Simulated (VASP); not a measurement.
# Pd (Fd-3m) in VASP: notebook

The runs below take Pd through single point, with BLYP.

Program: VASP 6.6.1. These are calculated values, not measurements. Logs are shortened: lines on timing, memory, paths and dates and some standing lists are left out, and cuts for length are marked.

## (1) The cell of the first run

Symmetry: Fd-3m, No. 227, cubic system. Conventional cell: a = 5.682 Å, b = 5.682 Å, c = 5.682 Å, α = 90.00°, β = 90.00°, γ = 90.00°. Pd (site symmetry -43m) has 4 Pd at 2.46 Å within 3.2 Å.

This isn't the form of Pd at room conditions, which is fcc.

## (2) Single point, BLYP, collinear spin (22.94 Å³/atom)

Contents of INCAR:

```
PREC = Accurate ; ENCUT = 500
EDIFF = 1E-6 ; ISMEAR = -1
SIGMA = 0.05 ; LREAL = False
LASPH = True ; NELM = 200
ALGO = Normal ; ISIF = 2
LWAVE = False ; LCHARG = False
ISPIN = 2 ; MAGMOM = 0.423 0.423
LORBIT = 11 ; LMAXMIX = 4
GGA = B5 ; ALDAX = 1.0
AGGAX = 1.0 ; AGGAC = 1.0
ALDAC = 0.0 ; NBANDS = 21
GGA_COMPAT = False
```

Contents of KPOINTS:

```
regular mesh
0
Gamma
  10 10 10
```

Contents of POSCAR:

```
Pd
1.0
    0.0000000000      2.8412074522      2.8412074522
    2.8412074522      0.0000000000      2.8412074522
    2.8412074522      2.8412074522      0.0000000000
Pd
2
Direct
    0.1250000000      0.1250000000      0.1250000000
    0.8750000000      0.8750000000      0.8750000000
```

Potentials or basis: VASP PAW PBE potentials, release 64 (Pd).

Started as:

```sh
cat potpaw_PBE.64/Pd/POTCAR > POTCAR
mpirun -np 1 vasp_std > vasp.out
```

OUTCAR:

```text
PREC = Accurate
   ENCUT = 500
   EDIFF = 1E-6
   ISMEAR = -1
   LREAL = False
   LASPH = True
   NELM = 200
   ISIF = 2
   ISPIN = 2
   LORBIT = 11
   GGA = B5

 ion  position               nearest neighbor table
   1  0.125  0.125  0.125-   2 2.46   2 2.46   2 2.46   2 2.46
   2  0.875  0.875  0.875-   1 2.46   1 2.46   1 2.46   1 2.46

  LATTYP: Found a face centered cubic cell.
 ALAT       =     5.6824149044

  Lattice vectors:

 A1 = (   0.0000000000,   2.8412074522,   2.8412074522)
 A2 = (   2.8412074522,   0.0000000000,   2.8412074522)
 A3 = (   2.8412074522,   2.8412074522,   0.0000000000)

Analysis of symmetry for initial positions (statically):
=====================================================================
 Subroutine PRICEL returns:
 Original cell was already a primitive cell.

 Routine SETGRP: Setting up the symmetry group for a
 face centered cubic supercell.

 Subroutine GETGRP returns: Found 48 space group operations
 (whereof 12 operations were pure point group operations)
 out of a pool of 48 trial point group operations.

The static configuration has the point symmetry D_3d.
 The point group associated with its full space group is O_h .

Analysis of symmetry for dynamics (positions and initial velocities):
=====================================================================
 Subroutine PRICEL returns:
 Original cell was already a primitive cell.

 Routine SETGRP: Setting up the symmetry group for a
 face centered cubic supercell.

 Subroutine GETGRP returns: Found 48 space group operations
 (whereof 12 operations were pure point group operations)
 out of a pool of 48 trial point group operations.

The dynamic configuration has the point symmetry D_3d.
 The point group associated with its full space group is O_h .

Analysis of structural, dynamic, and magnetic symmetry:
=====================================================================
 Subroutine PRICEL returns:
 Original cell was already a primitive cell.

 Routine SETGRP: Setting up the symmetry group for a
 face centered cubic supercell.

 Subroutine GETGRP returns: Found 48 space group operations
 (whereof 12 operations were pure point group operations)
 out of a pool of 48 trial point group operations.

The overall configuration has the point symmetry D_3d.
 The point group associated with its full space group is O_h .

 Subroutine INISYM returns: Found 48 space group operations
 (whereof 12 operations are pure point group operations),
 and found     1 'primitive' translations

----------------------------------------------------------------------------------------

                                     Primitive cell

  volume of cell :      45.8711

  direct lattice vectors                    reciprocal lattice vectors
     0.000000000  2.841207452  2.841207452    -0.175981518  0.175981518  0.175981518
     2.841207452  0.000000000  2.841207452     0.175981518 -0.175981518  0.175981518
     2.841207452  2.841207452  0.000000000     0.175981518  0.175981518 -0.175981518

  length of vectors
     4.018074112  4.018074112  4.018074112     0.304808930  0.304808930  0.304808930

  position of ions in fractional coordinates (direct lattice)
     0.125000000  0.125000000  0.125000000
     0.875000000  0.875000000  0.875000000

  ion indices of the primitive-cell ions
   primitive index   ion index
                 1           1
                 2           2

----------------------------------------------------------------------------------------

 KPOINTS: regular mesh

Automatic generation of k-mesh.
 Grid dimensions read from file:
 generate k-points for:   10   10   10

 Generating k-lattice:

  Cartesian coordinates                     Fractional coordinates (reciprocal lattice)
    -0.017598152  0.017598152  0.017598152     0.100000000  0.000000000  0.000000000
     0.017598152 -0.017598152  0.017598152     0.000000000  0.100000000  0.000000000
     0.017598152  0.017598152 -0.017598152     0.000000000  0.000000000  0.100000000

  Length of vectors
     0.030480893  0.030480893  0.030480893

  Shift w.r.t. Gamma in fractional coordinates (k-lattice)
     0.000000000  0.000000000  0.000000000

 Subroutine IBZKPT returns following result:
 ===========================================

 Found     47 irreducible k-points:

 Following reciprocal coordinates:
            Coordinates               Weight
  0.000000  0.000000  0.000000      1.000000
  0.100000  0.000000  0.000000      8.000000
  0.200000  0.000000  0.000000      8.000000
  0.300000  0.000000  0.000000      8.000000
  0.400000  0.000000  0.000000      8.000000
  0.500000  0.000000  0.000000      4.000000
[... 16 lines left out ...]
  0.300000  0.300000  0.000000      6.000000
  0.400000  0.300000  0.000000     24.000000
 [... further k-points ...]
   k-points           NKPTS =     47   k-points in BZ     NKDIM =     47   number of bands    NBANDS=     21
   number of dos      NEDOS =    301   number of ions     NIONS =      2
   total plane-waves  NPLWV =  27000
   dimension x,y,z NGX =    30 NGY =   30 NGZ =   30
   dimension x,y,z NGXF=    60 NGYF=   60 NGZF=   60
   ions per type =               2
   NGX,Y,Z   is equivalent  to a cutoff of  12.41, 12.41, 12.41 a.u.
   NGXF,Y,Z  is equivalent  to a cutoff of  24.82, 24.82, 24.82 a.u.
 SYSTEM =  unknown system
   PREC   = accura    normal or accurate (medium, high low for compatibility)
   ISTART =      0    job   : 0-new  1-cont  2-samecut
   ICHARG =      2    charge: 1-file 2-atom 10-const
   ISPIN  =      2    spin polarized calculation?
   LNONCOLLINEAR =      F non collinear calculations
   LSORBIT =      F    spin-orbit coupling
   LASPH  =      T    aspherical Exc in radial PAW
   ENCUT  =  500.0 eV  36.75 Ry    6.06 a.u.   7.33  7.33  7.33*2*pi/ulx,y,z
   NELM   =    200;   NELMIN=  2; NELMDL= -5     # of ELM steps
   EDIFF  = 0.1E-05   stopping-criterion for ELM
   LREAL  =      F    real-space projection
   EDIFFG = 0.1E-04   stopping-criterion for IOM
   NSW    =      0    number of steps for IOM
   IBRION =     -1    ionic relax: 0-MD 1-quasi-New 2-CG
   NFREE  =      0    steps in history (QN), initial steepest desc. (CG)
   ISIF   =      2    stress and relaxation
   ISYM   =      2    0-nonsym 1-usesym 2-fastsym
   POTIM  = 0.5000    time-step for ionic-motion
   TEBEG  =    0.0;   TEEND  =   0.0 temperature during run
   PSTRESS=    0.0 pullay stress
   NELECT =      20.0000    total number of electrons
   NUPDOWN=      -1.0000    fix difference up-down
   EMIN   =  10.00;   EMAX   =-10.00  energy-range for DOS
   EFERMI =   0.00;   METHOD = LEGACY
   ISMEAR =    -1;   SIGMA  =   0.05  broadening in eV -4-tet -1-fermi 0-gaus
   EFERMI_NEDOS =   21; number of points for ismear=-14 and -15
   IALGO  =     38    algorithm
   IMIX   =      4    mixing-type and parameters
     AMIX     =   0.40;   BMIX     =  1.00
     AMIX_MAG =   1.60;   BMIX_MAG =  1.00
  volume/ion in A,a.u.               =      22.94       154.78
  Fermi-wavevector in a.u.,A,eV,Ry     =   1.241381  2.345871 20.966954  1.541028
  Thomas-Fermi vector in A             =   2.375782
   LORBIT       =     11    0 simple, 1 ext, 2 COOP (PROOUT), +10 PAW based schemes
   GGA     = B5    functional components
   LHFCALC =     F    Hartree Fock is set to
   AEXX    =    0.0000 exact exchange contribution
   IVDW    =     0    specifies the selected vdW correction
   LEPSILON=     F    determine dielectric tensor
   LRPA    =     F    only Hartree local field effects (RPA)
 spin polarized calculation
  energy-cutoff  :      500.00
  volume of cell :       45.87
 maximum number of plane-waves:      1211
 NGX is ok and might be reduce to    30
   NGX = 15   NGY = 15   NGZ = 15

 number of electron      19.9999997 magnetization       0.8964783

 Free energy of the ion-electron system (eV)
  ---------------------------------------------------
  ext. energy  EPLUGINS =         0.00000000
  ---------------------------------------------------
  free energy    TOTEN  =        -7.06752141 eV

  energy without entropy =       -7.03241796  energy(sigma->0) =       -7.04996968

 E-fermi :   5.0914     XC(G=0):  -9.6987

 val. band max:        5.0857170249   @ k =   0.5000   0.4000   0.0000
 cond. band min:       5.0938115928   @ k =  -0.3000   0.3000   0.0000
 fundamental gap:      0.0080945679
 Fermi energy:         5.0914250214

 spin component 1

 k-point     1 :       0.0000    0.0000    0.0000
  band No.  band energies     occupation
      1       0.2838      1.00000
      2       1.2935      1.00000
      3       1.2935      1.00000
      4       1.4658      1.00000
      5       1.4658      1.00000
      6       1.4658      1.00000
[... 13 lines left out ...]
     20      19.5570      0.00000
     21      19.5570      0.00000

 k-point     2 :       0.1000    0.0000    0.0000
  band No.  band energies     occupation
      1       0.4325      1.00000
      2       1.1992      1.00000
      3       1.1992      1.00000
      4       1.4684      1.00000
      5       1.5997      1.00000
      6       1.5997      1.00000
[... 13 lines left out ...]
     20      19.3710      0.00000
     21      19.5598      0.00000

 k-point     3 :       0.2000    0.0000    0.0000
  band No.  band energies     occupation
      1       0.8241      1.00000
      2       1.1272      1.00000
      3       1.1272      1.00000
      4       1.5004      1.00000
      5       1.7516      1.00000
      6       1.7516      1.00000
[... 13 lines left out ...]
     20      19.8136      0.00000
     21      20.1812      0.00000
[... 457 lines left out ...]
 k-point    23 :       0.3000    0.3000    0.0000
  band No.  band energies     occupation
      1       0.7618      1.00000
      2       1.3962      1.00000
      3       1.3962      1.00000
      4       1.8724      1.00000
      5       1.9543      1.00000
      6       2.0414      1.00000
[... 13 lines left out ...]
     20      23.9401      0.00000
     21      24.2398      0.00000

 k-point    24 :       0.4000    0.3000    0.0000
  band No.  band energies     occupation
      1       0.7752      1.00000
      2       1.2986      1.00000
      3       1.3640      1.00000
      4       1.8294      1.00000
      5       2.1411      1.00000
      6       2.3947      1.00000
[... 13 lines left out ...]
     20      24.3494      0.00000
     21      25.7178      0.00000

 [... further k-points ...]

 spin component 2

 k-point     1 :       0.0000    0.0000    0.0000
  band No.  band energies     occupation
      1       0.3312      1.00000
      2       1.5491      1.00000
      3       1.5491      1.00000
      4       1.7474      1.00000
      5       1.7474      1.00000
      6       1.7474      1.00000
[... 13 lines left out ...]
     20      19.6016      0.00000
     21      19.6016      0.00000

 k-point     2 :       0.1000    0.0000    0.0000
  band No.  band energies     occupation
      1       0.4809      1.00000
      2       1.4612      1.00000
      3       1.4612      1.00000
      4       1.7502      1.00000
      5       1.8762      1.00000
      6       1.8762      1.00000
[... 13 lines left out ...]
     20      19.4119      0.00000
     21      19.6449      0.00000

 k-point     3 :       0.2000    0.0000    0.0000
  band No.  band energies     occupation
      1       0.8853      1.00000
      2       1.3924      1.00000
      3       1.3924      1.00000
      4       1.7764      1.00000
      5       2.0280      1.00000
      6       2.0280      1.00000
[... 13 lines left out ...]
     20      19.8723      0.00000
     21      20.2714      0.00000
[... 457 lines left out ...]
 k-point    23 :       0.3000    0.3000    0.0000
  band No.  band energies     occupation
      1       1.0143      1.00000
      2       1.6886      1.00000
      3       1.6886      1.00000
      4       1.9693      1.00000
      5       2.2215      1.00000
      6       2.2826      1.00000
[... 13 lines left out ...]
     20      24.0332      0.00000
     21      24.2989      0.00000

 k-point    24 :       0.4000    0.3000    0.0000
  band No.  band energies     occupation
      1       1.0289      1.00000
      2       1.5785      1.00000
      3       1.6573      1.00000
      4       2.0903      1.00000
      5       2.4111      1.00000
      6       2.5143      1.00000
[... 13 lines left out ...]
     20      24.4062      0.00000
     21      25.7864      0.00000

 [... further k-points ...]

------------------------ aborting loop because EDIFF is reached ----------------------------------------

  FORCE on cell =-STRESS in cart. coord.  units (eV):
  Direction    XX          YY          ZZ          XY          YZ          ZX
  --------------------------------------------------------------------------------------
  -------------------------------------------------------------------------------------
  Total        2.8872389      2.8872389      2.8872389      0.0000000     -0.0000000      0.0000000
  in kB      100.8450230    100.8450230    100.8450230      0.0000000     -0.0000000      0.0000000
  external PRESSURE =     100.8450230 kB  Pullay stress =       0.0000000 kB

 VOLUME and BASIS-vectors are now :
 -----------------------------------------------------------------------------
  energy-cutoff  :      500.00
  volume of cell :       45.87
      direct lattice vectors                 reciprocal lattice vectors
     0.000000000  2.841207452  2.841207452    -0.175981518  0.175981518  0.175981518
     2.841207452  0.000000000  2.841207452     0.175981518 -0.175981518  0.175981518
     2.841207452  2.841207452  0.000000000     0.175981518  0.175981518 -0.175981518

 POSITION                                       TOTAL-FORCE (eV/Angst)
 -----------------------------------------------------------------------------------
      0.71030      0.71030      0.71030         0.000000      0.000000      0.000000
      4.97211      4.97211      4.97211        -0.000000     -0.000000     -0.000000
 -----------------------------------------------------------------------------------
    total drift:                               -0.000000      0.000000      0.000000

  FREE ENERGIE OF THE ION-ELECTRON SYSTEM (eV)
  ---------------------------------------------------
  free  energy   TOTEN  =        -7.0675214093 eV

  energy  without entropy=       -7.0324179553  energy(sigma->0) =       -7.04996968

 total charge

# of ion       s       p       d       tot
------------------------------------------
    1        0.508   0.327   8.560   9.395
    2        0.508   0.327   8.560   9.395
--------------------------------------------------
tot          1.017   0.653  17.121  18.791

 magnetization (x)

# of ion       s       p       d       tot
------------------------------------------
    1       -0.005  -0.000   0.442   0.437
    2       -0.005  -0.000   0.442   0.437
--------------------------------------------------
tot         -0.010  -0.001   0.885   0.874
```

Wall time 50 s (1 thread of Intel Xeon Platinum 8488C (Sapphire Rapids), shared host); peak memory 0.22 GiB.

What came out:

| Property | Result |
| --- | --- |
| Free energy | -7.0675 eV |
| Pressure | 10.1 GPa |
| Net moment | 0.90 μB per cell |
| Site moments | Pd +0.44 μB |
| Valence electrons inside the program's atomic spheres | Pd 9.39 |

Levels at points of the mesh, in eV from the Fermi level:
Spin up:
```tsv
k point	band 8	band 9	band 10	band 11	band 12	band 13	band 14	band 15
(0.00, 0.00, 0.00)	-1.65	-1.65	-0.37	-0.37	12.05	12.05	12.05	12.41
(0.50, 0.00, 0.00)	-1.28	-0.57	-0.57	-0.08	1.18	8.71	8.71	10.97
(0.50, 0.50, 0.00)	-2.15	-0.39	-0.39	1.90	1.90	4.87	4.87	9.90
```
Spin down:
```tsv
k point	band 6	band 7	band 8	band 9	band 10	band 11	band 12	band 13	band 14	band 15
(0.00, 0.00, 0.00)	-3.34	-1.34	-1.34	-1.34	-0.05	-0.05	12.15	12.15	12.15	12.52
(0.50, 0.00, 0.00)	-3.15	-0.99	-0.99	-0.23	-0.23	-0.04	1.43	8.79	8.79	11.01
(0.50, 0.50, 0.00)	-1.95	-1.87	-1.87	-0.03	-0.03	2.08	2.08	4.91	4.91	10.02
```

Caveat: the cell stands under pressure; the PAW data sets were made with another functional, which shifts forces and pressure a little.

## (3) Single point, BLYP, collinear spin (25.02 Å³/atom)

This run uses another cell than the first one, of 25.02 Å³/atom.

Contents of INCAR:

```
SYSTEM = Pd
PREC = Accurate
ENCUT = 500
EDIFF = 1E-6
ISMEAR = -1
SIGMA = 0.05
LREAL = .False.
LASPH = .True.
NELM = 200
ALGO = Normal
ISIF = 2
LWAVE = .False.
LCHARG = .False.
ISPIN = 2
MAGMOM = 0.423 0.423
LORBIT = 11
LMAXMIX = 4
GGA = B5
ALDAX = 1.0
AGGAX = 1.0
AGGAC = 1.0
ALDAC = 0.0
NBANDS = 21
GGA_COMPAT = .False.
```

Contents of KPOINTS:

```
Automatic mesh
0
Gamma
  10 10 10
  0 0 0
```

Contents of POSCAR:

```
Pd
1.0
    0.0000000000      2.9248199212      2.9248199212
    2.9248199212      0.0000000000      2.9248199212
    2.9248199212      2.9248199212      0.0000000000
Pd
2
Direct
    0.1250000000      0.1250000000      0.1250000000
    0.8750000000      0.8750000000      0.8750000000
```

Potentials or basis: VASP PAW PBE potentials, release 64 (Pd).

Started as:

```sh
cat potpaw_PBE.64/Pd/POTCAR > POTCAR
mpirun -np 1 vasp_std > vasp.out
```

It took 52 s on 1 thread of Intel Xeon Platinum 8488C (Sapphire Rapids), shared host; peak memory 0.22 GiB.

The run converged. Its results:

```yaml
Free_energy: -7.2259 eV
Pressure: 2.6 GPa
Net_moment: 0.88 μB per cell
Site_moments: Pd +0.43 μB
Valence_electrons_inside_the_program's_atomic_spheres: Pd 9.28
```

Levels at points of the mesh, in eV from the Fermi level:
Spin up:
```
           k point  band 7  band 8  band 9  band 10  band 11  band 12  band 13  band 14  band 15  band 16
(0.00, 0.00, 0.00)   -1.47   -1.47   -1.47    -0.37    -0.37    11.34    11.34    11.34    11.77    11.77
(0.50, 0.00, 0.00)   -1.16   -1.16   -0.54    -0.54     0.16     1.07     8.25     8.25    10.81    12.37
(0.50, 0.50, 0.00)   -1.91   -1.91   -0.38    -0.38     1.81     1.81     4.78     4.78     9.44     9.44
```
Spin down:
| k point | band 8 | band 9 | band 10 | band 11 | band 12 | band 13 |
| --- | --- | --- | --- | --- | --- | --- |
| (0.00, 0.00, 0.00) | -1.16 | -1.16 | -0.06 | -0.06 | 11.43 | 11.43 |
| (0.50, 0.00, 0.00) | -0.87 | -0.21 | -0.21 | 0.19 | 1.31 | 8.32 |
| (0.50, 0.50, 0.00) | -1.63 | -0.03 | -0.03 | 1.97 | 1.97 | 4.82 |

Caveat: the PAW data sets were made with another functional, which shifts forces and pressure a little.
